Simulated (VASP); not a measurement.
**Sb: relaxation of the atoms with PBE**

Sb, a slab with vacuum:

```xyz
5
Lattice="3.3888 0.0000 0.0000 -1.6944 2.9348 0.0000 0.0000 0.0000 27.0679" Properties=species:S:1:pos:R:3 pbc="T T T"
Sb    2.5416    0.4891    8.0000
Sb   -0.8472    2.4457   10.7670
Sb    0.8472    1.4674   13.5340
Sb    2.5416    0.4891   16.3009
Sb   -0.8472    2.4457   19.0679
```

```yaml
Program: VASP 6.6.1
Task: relaxation of the atoms
Functional: PBE
Potentials_or_basis: VASP PAW PBE potentials, release 64 (Sb)
Cutoff: 520 eV
k_mesh: 11 × 11 × 1
Occupations: fermi-dirac, width 0.1 eV
Spin: no spin polarisation
Dipole_correction: yes
Further_INCAR_settings: ALGO = Normal; EDIFF = 1e-07; IBRION = 2; EDIFFG = -0.01; NSW = 60
```

- Energy gained by relaxing: 12.1 meV/atom
- Ionic steps: 11
- Largest force after relaxing: 0.008 eV/Å

Forces in eV/Å, atoms in the order of the input:
```
Sb   0.000  0.000 -0.008
Sb   0.000  0.000  0.001
Sb   0.000  0.000  0.000
Sb   0.000  0.000 -0.001
Sb   0.000  0.000  0.008
```

The path:
| step | energy change (eV) | largest force (eV/Å) | pressure (GPa) |
| --- | --- | --- | --- |
| 1 | 0.0000 | 0.2742 | -0.96 |
| 2 | -0.0134 | 0.2480 | -0.89 |
| 3 | -0.0445 | 0.1583 | -0.65 |
| 4 | -0.0510 | 0.1643 | 0.06 |
| 5 | -0.0592 | 0.0392 | -0.33 |
| 6 | -0.0595 | 0.0186 | -0.28 |
| 7 | -0.0595 | 0.0199 | -0.26 |
| 8 | -0.0596 | 0.0190 | -0.25 |
| 9 | -0.0599 | 0.0166 | -0.23 |
| 10 | -0.0603 | 0.0115 | -0.18 |
| 11 | -0.0605 | 0.0077 | -0.09 |

Final structure:
```yaml
crystal:
  lattice:
    - [3.38884, 0.00000, 0.00000]
    - [-1.69442, 2.93482, 0.00000]
    - [0.00000, 0.00000, 27.06790]
  atoms:
    - { symbol: Sb, position: [0.83333, 0.16667, 0.30080] }
    - { symbol: Sb, position: [0.16667, 0.83333, 0.39550] }
    - { symbol: Sb, position: [0.50000, 0.50000, 0.50000] }
    - { symbol: Sb, position: [0.83333, 0.16667, 0.60450] }
    - { symbol: Sb, position: [0.16667, 0.83333, 0.69920] }
```

Levels at points of the mesh, in eV from the Fermi level:
| k point | band 9 | band 10 | band 11 | band 12 | band 13 | band 14 | band 15 | band 16 |
| --- | --- | --- | --- | --- | --- | --- | --- | --- |
| (0.00, 0.00, 0.00) | 1.25 | 3.01 | 3.49 | 3.49 | 3.63 | 3.63 | 3.86 | 4.29 |

Wall time 16 min on 1 thread of Intel Xeon 8259CL, on a shared host, peak memory 0.42 GiB.

Caveat: the highest band is partly filled, so the run has too few bands; spin-orbit coupling is left out, which moves the levels of the heavy elements.
